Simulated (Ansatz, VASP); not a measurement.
# One calculation of BN, two programs

The input POSCAR:

```
BN
1.0
    0.0000000000      1.7865820678      1.7865820678
    1.7865820678      0.0000000000      1.7865820678
    1.7865820678      1.7865820678      0.0000000000
B N
1 1
Direct
    0.0000000000      0.0000000000      0.0000000000
    0.7500000000      0.7500000000      0.7500000000
```

Contents of INCAR.step1:

```
SYSTEM = BN
PREC     = Accurate       ! precision mode
ENCUT    = 910            ! plane-wave cutoff, eV
ISMEAR   = 0              ! smearing method
SIGMA    = 0.02           ! smearing width, eV
LREAL    = .False.        ! projectors in reciprocal space
LASPH    = .True.         ! aspherical terms in the spheres
NELM     = 120            ! most SCF steps
NBANDS   = 11             ! bands
GGA      = PE             ! functional
ALGO     = Normal         ! electronic algorithm
EDIFF    = 1E-5           ! SCF threshold, eV
LWAVE    = .True.         ! write WAVECAR
LCHARG   = .False.        ! write CHGCAR
GGA_COMPAT= .False.
```

File INCAR.step2:

```
SYSTEM = BN
PREC     = Accurate       ! precision mode
ENCUT    = 910            ! plane-wave cutoff, eV
EDIFF    = 1E-6           ! SCF threshold, eV
ISMEAR   = 0              ! smearing method
SIGMA    = 0.02           ! smearing width, eV
LREAL    = .False.        ! projectors in reciprocal space
LASPH    = .True.         ! aspherical terms in the spheres
NELM     = 120            ! most SCF steps
ALGO     = Normal         ! electronic algorithm
ISIF     = 2              ! what is computed and relaxed
LWAVE    = .False.        ! write WAVECAR
LCHARG   = .False.        ! write CHGCAR
METAGGA  = R2SCAN         ! meta-GGA
LMIXTAU  = .True.       
NBANDS   = 11             ! bands
ISTART   = 1            
GGA_COMPAT= .False.
```

The input KPOINTS:

```
regular mesh
0
Gamma
  12 12 12
  0 0 0
```

Input for Ansatz:

```yaml
crystal:
  lattice:
    - [0.0, 1.7865820678, 1.7865820678]
    - [1.7865820678, 0.0, 1.7865820678]
    - [1.7865820678, 1.7865820678, 0.0]
  atoms:
    - { symbol: B, position: [0.0, 0.0, 0.0] }
    - { symbol: "N", position: [0.75, 0.75, 0.75] }
basis:
  ecutwfc: 500
kpoints:
  mp_grid: { grid: [12, 12, 12] }
hamiltonian:
  xc: r2scan
scf:
  occupations: { method: gaussian, width: 0.02 }
output:
  forces: true
  stress: true
  eigenvalues: true
```

Alike in both runs: task single point; functional r2SCAN; k mesh 12 × 12 × 12; occupations gaussian, width 0.02 eV; no spin polarisation.

|  | VASP | Ansatz |
| --- | --- | --- |
| version | VASP 6.6.1 | Ansatz 0.2.0 |
| potentials or method | VASP PAW PBE potentials, release 64 (B_h, N_h), cutoff 910 eV | scalar-relativistic, plane waves, PAW |
| valence electrons in the cell | 8 | 8 |

Ansatz gave:

| Quantity | Value |
| --- | --- |
| gap on the k mesh at the Fermi level (eV) | 5.04 |
| least direct gap on the mesh (eV) | 9.74 |

Question: Estimate VASP's values.

Answer: gap on the k mesh at the Fermi level (eV): 5.04; least direct gap on the mesh (eV): 9.72.

VASP's potentials were made for PBE, not for r2SCAN. The functional is the same, so the differences come from potentials, cutoffs and numerics.

Noted on VASP's run: the cutoff is short for stress, so the pressure is rough.
